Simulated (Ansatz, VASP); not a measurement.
Na: VASP beside Ansatz

Contents of INCAR:

```
SYSTEM = Na
PREC = Accurate
ENCUT = 520
EDIFF = 1E-6
ISMEAR = 0
SIGMA = 0.15
LREAL = .FALSE.
LASPH = .TRUE.
NELM = 60
ALGO = Normal
ISIF = 2
LWAVE = .FALSE.
LCHARG = .TRUE.
GGA = PS
LELF = .TRUE.
LVHAR = .TRUE.
NBANDS = 10
```

File KPOINTS:

```
Automatic mesh
0
G
  16 16 16
  0 0 0
```

POSCAR

```
Na
1.0
   -1.9257000000      1.9257000000      2.6991500000
    1.9257000000     -1.9257000000      2.6991500000
    1.9257000000      1.9257000000     -2.6991500000
Na
1
Direct
    0.0000000000      0.0000000000      0.0000000000
```

Input for Ansatz:

```yaml
crystal:
  lattice:
    - [-1.9257, 1.9257, 2.69915]
    - [1.9257, -1.9257, 2.69915]
    - [1.9257, 1.9257, -2.69915]
  atoms:
    - { symbol: Na, position: [0.0, 0.0, 0.0] }
basis:
  ecutwfc: 520.0
kpoints:
  mp_grid: { grid: [16, 16, 16] }
hamiltonian:
  xc: pbesol
scf:
  occupations: { method: gaussian, width: 0.15 }
output:
  forces: true
  stress: true
  eigenvalues: true
```

Alike in both runs: task single point; functional PBEsol; k mesh 16 × 16 × 16; occupations gaussian, width 0.15 eV; no spin polarisation.

|  | VASP | Ansatz |
| --- | --- | --- |
| version | VASP 6.6.1 | Ansatz 0.2.0 |
| potentials or method | VASP PAW PBE potentials, release 64 (Na_pv), cutoff 520 eV | scalar-relativistic, plane waves, PAW |
| valence electrons in the cell | 7 | 9 |

|  | VASP | Ansatz | Ansatz less VASP |
| --- | --- | --- | --- |
| gap on the k mesh at the Fermi level (eV) | none | none | - |
| pressure (GPa) | -0.6 | -0.6 | +0.01 |

VASP's potentials were made for PBE, not for PBEsol. A gap of «none» marks a metal or a gap that the smearing closes. The functional is the same, so the differences come from potentials, cutoffs and numerics. VASP's potentials hold 7 valence electrons a cell and Ansatz's 9, so a difference there can come from the potentials and not from the codes.
